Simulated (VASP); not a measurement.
A run of VASP 6.6.1 is set up as follows.

File INCAR:

```
ALGO = Normal
EDIFF = 1E-6
ENCUT = 520
GGA = PE
ISIF = 2
ISMEAR = 0
LASPH = True
LCHARG = False
LREAL = False
LWAVE = False
NBANDS = 26
NELM = 80
PREC = Accurate
SIGMA = 0.02
```

KPOINTS

```
k-points
0
Gamma
  10 10 10
```

The input POSCAR:

```
Al2InAs3
1.0
   -2.0750725304      2.0750725304      8.8307481011
    2.0750725304     -2.0750725304      8.8307481011
    2.0750725304      2.0750725304     -8.8307481011
Al In As
2 1 3
Direct
    0.8293352838      0.8293352838      0.0000000000
    0.1706647162      0.1706647162      0.0000000000
    0.5000000000      0.5000000000      0.0000000000
    0.4073036346      0.9073036346      0.5000000000
    0.0926963654      0.5926963654      0.5000000000
    0.7500000000      0.2500000000      0.5000000000
```

Potentials or basis: VASP PAW PBE potentials, release 64 (Al, In_d, As).

Run with:

```console
$ cat potpaw_PBE.64/Al/POTCAR potpaw_PBE.64/In_d/POTCAR potpaw_PBE.64/As/POTCAR > POTCAR
$ mpirun -np 1 vasp_std > vasp.out
```

Predict the band gap on the k mesh.

0.84 eV.

Estimate the pressure.

0.1 GPa.

Forces in eV/Å, atoms in the order of the input:
```
Al   0.000  0.000 -0.002
Al   0.000  0.000  0.002
In   0.000  0.000  0.000
As   0.000  0.000  0.003
As   0.000  0.000 -0.003
As   0.000  0.000  0.000
```

Caveat: spin-orbit coupling is left out, which moves the levels of the heavy elements. A k mesh can miss the band edges.
